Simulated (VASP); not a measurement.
# NiO2 (P-3m1) in VASP: further runs

Runs on NiO2. Level: LDA. Tasks: single point.

Program: VASP 6.6.1. These are calculated values, not measurements. Logs are shortened: lines on timing, memory, paths and dates and some standing lists are left out, and cuts for length are marked.

## (1) The cell of the first run

Symmetry: P-3m1, No. 164, trigonal system. Conventional cell: a = 2.763 Å, b = 2.763 Å, c = 4.206 Å, α = 90.00°, β = 90.00°, γ = 120.00°. Within 2.4 Å of Ni (site symmetry -3m) lie 6 O at 1.84 Å. O (site symmetry 3m) has 3 Ni at 1.84 Å within 2.4 Å.

## (2) Single point, LDA

INCAR reads:

```
SYSTEM = NiO2
  ALGO = Normal
  EDIFF = 1E-6
  ENCUT = 600
  GGA = CA
  GGA_COMPAT = .False.
  ISIF = 2
  ISMEAR = 0
  LASPH = .True.
  LCHARG = .True.
  LELF = .True.
  LREAL = .False.
  LVHAR = .True.
  LWAVE = .False.
  NBANDS = 22
  NELM = 120
  PREC = Accurate
  SIGMA = 0.02
```

KPOINTS reads:

```
k-points
0
Gamma
  12 12 6
  0 0 0
```

POSCAR reads:

```
NiO2
1.0
    2.7627792314      0.0000000000      0.0000000000
   -1.3813896157      2.3926369995      0.0000000000
    0.0000000000      0.0000000000      4.2061363981
Ni O
1 2
Direct
    0.0000000000      0.0000000000      0.5000000000
    0.6666666667      0.3333333333      0.7186230907
    0.3333333333      0.6666666667      0.2813769093
```

Potentials or basis: VASP PAW LDA potentials, release 64 (Ni_sv_GW, O).

Command:

```
> cat potpaw_LDA.64/Ni_sv_GW/POTCAR potpaw_LDA.64/O/POTCAR > POTCAR
> mpirun -np 1 vasp_std > vasp.out
```

OUTCAR:

```text
SYSTEM = NiO2
   EDIFF = 1E-6
   ENCUT = 600
   GGA = CA
   ISIF = 2
   ISMEAR = 0
   LASPH = .True.
   LREAL = .False.
   NELM = 120
   PREC = Accurate

 ion  position               nearest neighbor table
   1  0.000  0.000  0.500-   2 1.84   3 1.84   2 1.84   3 1.84   2 1.84   3 1.84
   2  0.667  0.333  0.719-   1 1.84   1 1.84   1 1.84
   3  0.333  0.667  0.281-   1 1.84   1 1.84   1 1.84

  LATTYP: Found a hexagonal cell.
 ALAT       =     2.7627792314
 C/A-ratio  =     1.5224294255

  Lattice vectors:

 A1 = (   2.7627792314,   0.0000000000,   0.0000000000)
 A2 = (  -1.3813896157,   2.3926369995,   0.0000000000)
 A3 = (   0.0000000000,   0.0000000000,   4.2061363981)

Analysis of symmetry for initial positions (statically):
=====================================================================
 Subroutine PRICEL returns:
 Original cell was already a primitive cell.

 Routine SETGRP: Setting up the symmetry group for a
 hexagonal supercell.

 Subroutine GETGRP returns: Found 12 space group operations
 (whereof 12 operations were pure point group operations)
 out of a pool of 24 trial point group operations.

The static configuration has the point symmetry D_3d.

Analysis of symmetry for dynamics (positions and initial velocities):
=====================================================================
 Subroutine PRICEL returns:
 Original cell was already a primitive cell.

 Routine SETGRP: Setting up the symmetry group for a
 hexagonal supercell.

 Subroutine GETGRP returns: Found 12 space group operations
 (whereof 12 operations were pure point group operations)
 out of a pool of 24 trial point group operations.

The dynamic configuration has the point symmetry D_3d.

 Subroutine INISYM returns: Found 12 space group operations
 (whereof 12 operations are pure point group operations),
 and found     1 'primitive' translations

----------------------------------------------------------------------------------------

                                     Primitive cell

  volume of cell :      27.8039

  direct lattice vectors                    reciprocal lattice vectors
     2.762779231  0.000000000  0.000000000     0.361954364  0.208974450  0.000000000
    -1.381389616  2.392637000  0.000000000     0.000000000  0.417948899  0.000000000
     0.000000000  0.000000000  4.206136398     0.000000000  0.000000000  0.237747877

  length of vectors
     2.762779231  2.762779231  4.206136398     0.417948899  0.417948899  0.237747877

  position of ions in fractional coordinates (direct lattice)
     0.000000000  0.000000000  0.500000000
     0.666666667  0.333333333  0.718623091
     0.333333333  0.666666667  0.281376909

  ion indices of the primitive-cell ions
   primitive index   ion index
                 1           1
                 2           2
                 3           3

----------------------------------------------------------------------------------------

 KPOINTS: k-points

Automatic generation of k-mesh.
 Grid dimensions read from file:
 generate k-points for:   12   12    6

 Generating k-lattice:

  Cartesian coordinates                     Fractional coordinates (reciprocal lattice)
     0.030162864  0.017414537  0.000000000     0.083333333  0.000000000  0.000000000
     0.000000000  0.034829075  0.000000000     0.000000000  0.083333333  0.000000000
     0.000000000  0.000000000  0.039624646     0.000000000  0.000000000  0.166666667

  Length of vectors
     0.034829075  0.034829075  0.039624646

  Shift w.r.t. Gamma in fractional coordinates (k-lattice)
     0.000000000  0.000000000  0.000000000

 Subroutine IBZKPT returns following result:
 ===========================================

 Found    100 irreducible k-points:

 Following reciprocal coordinates:
            Coordinates               Weight
  0.000000  0.000000  0.000000      1.000000
  0.083333  0.000000  0.000000      6.000000
  0.166667  0.000000  0.000000      6.000000
  0.250000  0.000000  0.000000      6.000000
  0.333333  0.000000  0.000000      6.000000
  0.416667  0.000000  0.000000      6.000000
[... 16 lines left out ...]
  0.166667  0.000000  0.166667      6.000000
  0.000000  0.166667  0.166667      6.000000
 [... further k-points ...]
   k-points           NKPTS =    100   k-points in BZ     NKDIM =    100   number of bands    NBANDS=     22
   number of dos      NEDOS =    301   number of ions     NIONS =      3
   total plane-waves  NPLWV =  20736
   dimension x,y,z NGX =    24 NGY =   24 NGZ =   36
   dimension x,y,z NGXF=    48 NGYF=   48 NGZF=   72
   ions per type =               1   2
   NGX,Y,Z   is equivalent  to a cutoff of  14.44, 14.44, 14.23 a.u.
   NGXF,Y,Z  is equivalent  to a cutoff of  28.88, 28.88, 28.46 a.u.
 SYSTEM =  NiO2
   PREC   = accura    normal or accurate (medium, high low for compatibility)
   ISTART =      0    job   : 0-new  1-cont  2-samecut
   ICHARG =      2    charge: 1-file 2-atom 10-const
   ISPIN  =      1    spin polarized calculation?
   LNONCOLLINEAR =      F non collinear calculations
   LSORBIT =      F    spin-orbit coupling
   LASPH  =      T    aspherical Exc in radial PAW
   ENCUT  =  600.0 eV  44.10 Ry    6.64 a.u.   5.52  5.52  8.40*2*pi/ulx,y,z
   NELM   =    120;   NELMIN=  2; NELMDL= -5     # of ELM steps
   EDIFF  = 0.1E-05   stopping-criterion for ELM
   LREAL  =      F    real-space projection
   EDIFFG = 0.1E-04   stopping-criterion for IOM
   NSW    =      0    number of steps for IOM
   IBRION =     -1    ionic relax: 0-MD 1-quasi-New 2-CG
   NFREE  =      0    steps in history (QN), initial steepest desc. (CG)
   ISIF   =      2    stress and relaxation
   ISYM   =      2    0-nonsym 1-usesym 2-fastsym
   POTIM  = 0.5000    time-step for ionic-motion
   TEBEG  =    0.0;   TEEND  =   0.0 temperature during run
   PSTRESS=    0.0 pullay stress
   NELECT =      30.0000    total number of electrons
   NUPDOWN=      -1.0000    fix difference up-down
   EMIN   =  10.00;   EMAX   =-10.00  energy-range for DOS
   EFERMI =   0.00;   METHOD = LEGACY
   ISMEAR =     0;   SIGMA  =   0.02  broadening in eV -4-tet -1-fermi 0-gaus
   EFERMI_NEDOS =   21; number of points for ismear=-14 and -15
   IALGO  =     38    algorithm
   IMIX   =      4    mixing-type and parameters
     AMIX     =   0.40;   BMIX     =  1.00
     AMIX_MAG =   1.60;   BMIX_MAG =  1.00
  volume/ion in A,a.u.               =       9.27        62.54
  Fermi-wavevector in a.u.,A,eV,Ry     =   1.679113  3.173063 38.360522  2.819419
  Thomas-Fermi vector in A             =   2.763082
   LORBIT       =      0    0 simple, 1 ext, 2 COOP (PROOUT), +10 PAW based schemes
   GGA     = CA    functional components
   LHFCALC =     F    Hartree Fock is set to
   AEXX    =    0.0000 exact exchange contribution
   IVDW    =     0    specifies the selected vdW correction
   LEPSILON=     F    determine dielectric tensor
   LRPA    =     F    only Hartree local field effects (RPA)
 non-spin polarized calculation
 Gauss-broadening in eV      SIGMA  =   0.02
  energy-cutoff  :      600.00
  volume of cell :       27.80
 maximum number of plane-waves:       952
 NGX is ok and might be reduce to    24
   NGX = 11   NGY = 11   NGZ = 17

 number of electron      29.9999998 magnetization

 Free energy of the ion-electron system (eV)
  ---------------------------------------------------
  ext. energy  EPLUGINS =         0.00000000
  ---------------------------------------------------
  free energy    TOTEN  =       -21.08493587 eV

  energy without entropy =      -21.08493587  energy(sigma->0) =      -21.08493587

 E-fermi :   3.6365     XC(G=0): -12.4777

 val. band max:        3.4052859910   @ k =   0.0833   0.0833   0.5000
 cond. band min:       4.1645679206   @ k =   0.2500   0.0000   0.3333
 fundamental gap:      0.7592819295
 Fermi energy:         3.6365332274

 k-point     1 :       0.0000    0.0000    0.0000
  band No.  band energies     occupation
      1    -100.0091      2.00000
      2     -61.0678      2.00000
      3     -61.0678      2.00000
      4     -60.7737      2.00000
      5     -16.7452      2.00000
      6     -13.6941      2.00000
[... 14 lines left out ...]
     21      23.0386      0.00000
     22      23.0386      0.00000

 k-point     2 :       0.0833    0.0000    0.0000
  band No.  band energies     occupation
      1    -100.0089      2.00000
      2     -61.0719      2.00000
      3     -61.0690      2.00000
      4     -60.7736      2.00000
      5     -16.6422      2.00000
      6     -13.7117      2.00000
[... 14 lines left out ...]
     21      22.1526      0.00000
     22      23.2851      0.00000

 k-point     3 :       0.1667    0.0000    0.0000
  band No.  band energies     occupation
      1    -100.0076      2.00000
      2     -61.0832      2.00000
      3     -61.0715      2.00000
      4     -60.7720      2.00000
      5     -16.3472      2.00000
      6     -13.7644      2.00000
[... 14 lines left out ...]
     21      20.6017      0.00000
     22      23.9327      0.00000

 k-point     4 :       0.2500    0.0000    0.0000
  band No.  band energies     occupation
      1    -100.0060      2.00000
      2     -61.0990      2.00000
      3     -61.0752      2.00000
      4     -60.7698      2.00000
      5     -15.9028      2.00000
      6     -13.8532      2.00000
[... 14 lines left out ...]
     21      19.5496      0.00000
     22      22.6154      0.00000

 k-point     5 :       0.3333    0.0000    0.0000
  band No.  band energies     occupation
      1    -100.0044      2.00000
      2     -61.1148      2.00000
      3     -61.0788      2.00000
      4     -60.7677      2.00000
      5     -15.3816      2.00000
      6     -13.9824      2.00000
[... 14 lines left out ...]
     21      19.4002      0.00000
     22      21.5959      0.00000

 k-point     6 :       0.4167    0.0000    0.0000
  band No.  band energies     occupation
      1    -100.0036      2.00000
      2     -61.1266      2.00000
      3     -61.0818      2.00000
      4     -60.7664      2.00000
      5     -14.8796      2.00000
      6     -14.1672      2.00000
[... 14 lines left out ...]
     21      19.8478      0.00000
     22      21.0239      0.00000

 k-point     7 :       0.5000    0.0000    0.0000
  band No.  band energies     occupation
      1    -100.0026      2.00000
      2     -61.1300      2.00000
      3     -61.0826      2.00000
      4     -60.7655      2.00000
      5     -14.5441      2.00000
      6     -14.3786      2.00000
[... 324 lines left out ...]
      6     -13.8069      2.00000
[... 14 lines left out ...]
     21      23.0416      0.00000
     22      23.0416      0.00000

 k-point    21 :       0.0833    0.0000    0.1667
  band No.  band energies     occupation
      1    -100.0089      2.00000
      2     -61.0718      2.00000
      3     -61.0689      2.00000
      4     -60.7738      2.00000
      5     -16.5849      2.00000
      6     -13.8183      2.00000
[... 14 lines left out ...]
     21      22.1813      0.00000
     22      23.3180      0.00000

 k-point    22 :       0.0000    0.0833    0.1667
  band No.  band energies     occupation
      1    -100.0089      2.00000
      2     -61.0718      2.00000
      3     -61.0689      2.00000
      4     -60.7738      2.00000
      5     -16.5844      2.00000
      6     -13.8194      2.00000
[... 14 lines left out ...]
     21      22.2429      0.00000
     22      23.2439      0.00000

 k-point    23 :       0.1667    0.0000    0.1667
  band No.  band energies     occupation
      1    -100.0078      2.00000
      2     -61.0835      2.00000
      3     -61.0715      2.00000
      4     -60.7721      2.00000
      5     -16.2941      2.00000
      6     -13.8522      2.00000
[... 14 lines left out ...]
     21      20.6789      0.00000
     22      24.1795      0.00000

 k-point    24 :       0.0000    0.1667    0.1667
  band No.  band energies     occupation
      1    -100.0078      2.00000
      2     -61.0835      2.00000
      3     -61.0716      2.00000
      4     -60.7721      2.00000
      5     -16.2904      2.00000
      6     -13.8603      2.00000
[... 14 lines left out ...]
     21      20.7802      0.00000
     22      23.8407      0.00000

 [... further k-points ...]
[... 5 lines left out ...]
  --------------------------------------------------------------------------------------
  -------------------------------------------------------------------------------------
  Total        0.0791227      0.0791227     -0.1490925      0.0000000      0.0000000      0.0000000
  in kB        4.5593730      4.5593730     -8.5913205      0.0000000      0.0000000      0.0000000
  external PRESSURE =       0.1758085 kB  Pullay stress =       0.0000000 kB

 VOLUME and BASIS-vectors are now :
 -----------------------------------------------------------------------------
  energy-cutoff  :      600.00
  volume of cell :       27.80
      direct lattice vectors                 reciprocal lattice vectors
     2.762779231  0.000000000  0.000000000     0.361954364  0.208974450  0.000000000
    -1.381389616  2.392637000  0.000000000     0.000000000  0.417948899  0.000000000
     0.000000000  0.000000000  4.206136398     0.000000000  0.000000000  0.237747877

 POSITION                                       TOTAL-FORCE (eV/Angst)
 -----------------------------------------------------------------------------------
      0.00000      0.00000      2.10307         0.000000      0.000000      0.000000
      1.38139      0.79755      3.02263         0.000000      0.000000      0.109451
     -0.00000      1.59509      1.18351        -0.000000      0.000000     -0.109451
 -----------------------------------------------------------------------------------
    total drift:                               -0.000000     -0.000000      0.000000

  FREE ENERGIE OF THE ION-ELECTRON SYSTEM (eV)
  ---------------------------------------------------
  free  energy   TOTEN  =       -21.0849358719 eV

  energy  without entropy=      -21.0849358719  energy(sigma->0) =      -21.08493587
```

Wall time 32 s (1 thread of Intel Xeon 6975P-C (Granite Rapids), shared host); peak memory 0.21 GiB.

Results:

```yaml
Free_energy: -21.0849 eV
Pressure: 0.0 GPa
Largest_force: 0.109 eV/Å
Band_gap_on_the_k_mesh: 0.76 eV, indirect (least direct gap 1.01 eV)
```

Forces on the atoms (eV/Å):
```
Ni   0.000  0.000  0.000
O    0.000  0.000  0.109
O    0.000  0.000 -0.109
```

Levels at points of the mesh, in eV from the valence-band top:
| k point | band 12 | band 13 | band 14 | band 15 | band 16 | band 17 | band 18 | band 19 |
| --- | --- | --- | --- | --- | --- | --- | --- | --- |
| (0.00, 0.00, 0.00) | -1.37 | -1.37 | -0.68 | -0.57 | 2.11 | 2.11 | 8.02 | 10.89 |
| (0.50, 0.00, 0.00) | -2.75 | -2.01 | -1.91 | -1.18 | 1.43 | 2.14 | 12.60 | 13.21 |
| (0.00, 0.00, 0.50) | -2.45 | -1.47 | -1.47 | -0.09 | 2.22 | 2.22 | 10.21 | 10.37 |
| (0.50, 0.00, 0.50) | -2.01 | -1.95 | -1.61 | -1.33 | 1.47 | 1.94 | 11.44 | 13.14 |

## (3) Single point, LDA

INCAR reads:

```
SYSTEM = NiO2
PREC = Accurate
ENCUT = 600
EDIFF = 1E-6
ISMEAR = 0
SIGMA = 0.05
LREAL = .FALSE.
LASPH = .TRUE.
NELM = 120
ALGO = Normal
ISIF = 2
LWAVE = .FALSE.
LCHARG = .FALSE.
GGA = CA
NBANDS = 22
GGA_COMPAT = .FALSE.
```

KPOINTS reads:

```
Automatic mesh
0
G
  12 12 6
  0 0 0
```

POSCAR is that of step 2.

Potentials or basis: VASP PAW LDA potentials, release 64 (Ni_sv_GW, O).

Command:

```
> cat potpaw_LDA.64/Ni_sv_GW/POTCAR potpaw_LDA.64/O/POTCAR > POTCAR
> mpirun -np 1 vasp_std > vasp.out
```

It took 2.1 min on 1 thread of Intel Xeon Platinum 8259CL at 2.50GHz (Skylake/Cascade Lake), shared host; peak memory 0.2 GiB.

Results (log left out):

```
Free energy            : -21.0849 eV
Pressure               : 0.0 GPa
Largest force          : 0.109 eV/Å
Band gap on the k mesh : 0.76 eV, indirect (least direct gap 1.01 eV)
```

Forces on the atoms (eV/Å):
```
Ni   0.000  0.000  0.000
O    0.000  0.000  0.109
O    0.000  0.000 -0.109
```

Stress tensor (GPa, compression positive):
```
 0.46  0.00  0.00
 0.00  0.46  0.00
 0.00  0.00 -0.86
```

Levels at points of the mesh, in eV from the valence-band top:
| k point | band 11 | band 12 | band 13 | band 14 | band 15 | band 16 | band 17 | band 18 | band 19 | band 20 |
| --- | --- | --- | --- | --- | --- | --- | --- | --- | --- | --- |
| (0.00, 0.00, 0.00) | -2.44 | -1.37 | -1.37 | -0.68 | -0.57 | 2.11 | 2.11 | 8.02 | 10.89 | 16.60 |
| (0.50, 0.00, 0.00) | -3.31 | -2.75 | -2.01 | -1.91 | -1.18 | 1.43 | 2.14 | 12.60 | 13.21 | 14.40 |
| (0.00, 0.00, 0.50) | -2.45 | -2.45 | -1.47 | -1.47 | -0.09 | 2.22 | 2.22 | 10.21 | 10.37 | 15.40 |
| (0.50, 0.00, 0.50) | -3.10 | -2.01 | -1.95 | -1.61 | -1.33 | 1.47 | 1.94 | 11.44 | 13.14 | 15.18 |
